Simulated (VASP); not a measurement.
The system is Ir.

```
CELL_PARAMETERS angstrom
-1.53641 1.53641 1.53641
1.53641 -1.53641 1.53641
1.53641 1.53641 -1.53641
ATOMIC_POSITIONS crystal
Ir 0.00000 0.00000 0.00000
```

This isn't the form of Ir at room conditions, which is fcc.

| Item | Value |
| --- | --- |
| Program | VASP 6.6.1 |
| Task | relaxation of cell and atoms |
| Functional | PBE |
| Potentials or basis | VASP PAW PBE potentials, release 64 (Ir) |
| Cutoff | 600 eV |
| k mesh | 19 × 19 × 19 |
| Occupations | fermi-dirac, width 0.05 eV |
| Spin | no spin polarisation |

At the start: pressure 12.9 GPa; volume 14.51 Å³/atom.

Task: Where does the relaxation end?

Result: Over 16 steps the energy falls by 21.8 meV/atom and the volume is 15.07 Å³/atom (+3.9 %); space group Im-3m (No. 229, to 0.1 Å) before and after.

The path:
```
step  energy change (eV)  largest force (eV/Å)  pressure (GPa)  volume (Å³)
   1              0.0000                0.0000           12.95        14.51
   2              0.1831                0.0000          -28.19        17.11
   3             -0.0217                0.0000           -0.64        15.10
   4             -0.0218                0.0000           -0.06        15.07
   5             -0.0218                0.0000            0.17        15.06
   6             -0.0218                0.0000            0.17        15.06
   7             -0.0218                0.0000            0.17        15.06
   8             -0.0218                0.0000            0.15        15.06
   9             -0.0218                0.0000            0.14        15.06
  10             -0.0218                0.0000            0.14        15.06
  11             -0.0218                0.0000            0.14        15.06
  12             -0.0218                0.0000            0.14        15.06
  13             -0.0218                0.0000            0.14        15.06
  14             -0.0218                0.0000            0.13        15.06
  15             -0.0218                0.0000            0.11        15.07
  16             -0.0218                0.0000            0.01        15.07
```

Final structure:
```xyz
1
Lattice="-1.5560 1.5560 1.5560 1.5560 -1.5560 1.5560 1.5560 1.5560 -1.5560" Properties=species:S:1:pos:R:3 pbc="T T T"
Ir    0.0000    3.1120    0.0000
```
